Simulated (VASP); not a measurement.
Input of a VASP 6.6.1 run:

The input INCAR:

```
ALGO = Normal ; EDIFF = 1E-6
ENCUT = 520 ; GGA = PE
ISIF = 2 ; ISMEAR = -1
LASPH = True ; LCHARG = False
LREAL = False ; LWAVE = False
NBANDS = 18 ; NELM = 80
PREC = Accurate ; SIGMA = 0.05
```

Contents of KPOINTS:

```
k-points
0
Gamma
  9 9 9
```

File POSCAR:

```
HfO2
1.0
    0.0000000000      2.5170860887      2.5170860887
    2.5170860887      0.0000000000      2.5170860887
    2.5170860887      2.5170860887      0.0000000000
Hf O
1 2
Direct
    0.0000000000      0.0000000000      0.0000000000
    0.7500000000      0.7500000000      0.7500000000
    0.2500000000      0.2500000000      0.2500000000
```

Potentials or basis: VASP PAW PBE potentials, release 64 (Hf_pv, O).

Command:

```console
$ cat potpaw_PBE.64/Hf_pv/POTCAR potpaw_PBE.64/O/POTCAR > POTCAR
$ mpirun -np 1 vasp_std > vasp.out
```

Q: Estimate the pressure.

A: 6.0 GPa.

Q: Predict the band gap on the k mesh.

A: 3.97 eV (least direct gap 4.09 eV).

Caveat: the cell stands under pressure; spin-orbit coupling is left out, which moves the levels of the heavy elements; an odd mesh through Γ misses points on the zone boundary, where band edges can lie. PBE gaps usually lie below the measured ones, often by a third to a half.
